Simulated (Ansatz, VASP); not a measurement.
## BaCuSeO: VASP beside Ansatz

```
Ba Cu Se O
1.0
     4.48933    0.00000    0.00000
     0.00000    4.48933    0.00000
     0.00000    0.00000   10.33608
Ba Cu Se O
2 2 2 2
Direct
  0.00000 0.50000 0.64500
  0.50000 0.00000 0.36899
  0.50000 0.50000 0.00020
  0.00000 0.00000 0.00020
  0.50000 0.00000 0.86683
  0.00000 0.50000 0.13615
  0.50000 0.50000 0.49131
  0.00000 0.00000 0.49131
```

Alike in both runs: task single point; functional PBE; k mesh 8 × 8 × 4; occupations gaussian, width 0.1 eV; no spin polarisation.

```csv
,VASP,Ansatz
version,VASP 6.6.1,Ansatz 0.2.0
potentials or method,"VASP PAW PBE potentials, release 64 (Ba_sv, Cu, Se, O), cutoff 520 eV","scalar-relativistic, plane waves, PAW"
valence electrons in the cell,66,102
```

Ansatz gave:

```
gap on the k mesh at the Fermi level (eV)                     : none
pressure (GPa)                                                : -6.2
traceless stress, the component that is largest in VASP (GPa) : 0.50
rms of the force components (eV/Å)                            : 0.503
```

Q: Which values does VASP return?

A: gap on the k mesh at the Fermi level (eV): none; pressure (GPa): -5.6; traceless stress, the component that is largest in VASP (GPa): 0.41; rms of the force components (eV/Å): 0.476.

Atom by atom the forces differ by 0.073 eV/Å (rms over components). A gap of «none» marks a metal or a gap that the smearing closes. With one functional, cell and mesh, what is left measures potentials, basis and numerics. VASP's potentials hold 66 valence electrons a cell and Ansatz's 102, so a difference there can come from the potentials and not from the codes.

Neither program's run includes spin-orbit coupling.
